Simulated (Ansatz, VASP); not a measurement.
# Ni in VASP and in Ansatz

POSCAR

```
Ni
1.0
    0.0000000000      1.7330608651      1.7330608651
    1.7330608651      0.0000000000      1.7330608651
    1.7330608651      1.7330608651      0.0000000000
Ni
1
Direct
    0.0000000000      0.0000000000      0.0000000000
```

The input INCAR.step1:

```
SYSTEM = Ni
ALGO = Normal ; EDIFF = 1E-4
ENCUT = 520 ; GGA = PE
ISMEAR = 1 ; LASPH = .True.
LCHARG = .False. ; LREAL = .False.
LWAVE = .True. ; NBANDS = 11
NELM = 60 ; PREC = Accurate
SIGMA = 1.0
```

File INCAR.step2:

```
SYSTEM = Ni
ALGO = Normal ; EDIFF = 1E-6
ENCUT = 520 ; ISIF = 2
ISMEAR = 1 ; ISTART = 1
LASPH = .True. ; LCHARG = .False.
LMIXTAU = .True. ; LREAL = .False.
LWAVE = .False. ; METAGGA = R2SCAN
NBANDS = 11 ; NELM = 60
PREC = Accurate ; SIGMA = 1.0
```

Contents of KPOINTS:

```
k-points
0
Gamma
  15 15 15
  0 0 0
```

Input for Ansatz:

```yaml
crystal:
  lattice:
    - [0.0, 1.7330608651, 1.7330608651]
    - [1.7330608651, 0.0, 1.7330608651]
    - [1.7330608651, 1.7330608651, 0.0]
  atoms:
    - { symbol: Ni, position: [0.0, 0.0, 0.0] }
hamiltonian:
  xc: r2scan
  pseudopotentials:
    kind: paw
    azcp:
      Ni: "pseudopotentials/Ni.paw.azcp"
basis:
  ecutwfc: 500
  fft_grid_basis: typed
kpoints:
  mp_grid: { grid: [15, 15, 15], shift: [0, 0, 0] }
magnetization:
  spin_polarized: false
scf:
  occupations: { method: cold, width: 1.0 }
  lower_state_search: "off"
output:
  stress: true
```

Alike in both runs: task single point; functional r2SCAN; k mesh 15 × 15 × 15; no spin polarisation.

|  | VASP | Ansatz |
| --- | --- | --- |
| version | VASP 6.6.1 | Ansatz 0.2.0 |
| potentials or method | VASP PAW PBE potentials, release 64 (Ni), cutoff 520 eV | plane waves (500 eV) with PAW, scalar-relativistic |
| occupations | methfessel-paxton of order 1, width 1 eV | cold, width 1 eV |
| valence electrons in the cell | 10 | 18 |

```tsv
	VASP	Ansatz	Ansatz less VASP
pressure (GPa)	0.0	-4.1	-4.09
```

VASP's potentials were made for PBE, not for r2SCAN. VASP's potentials hold 10 valence electrons a cell and Ansatz's 18, so a difference there can come from the potentials and not from the codes.
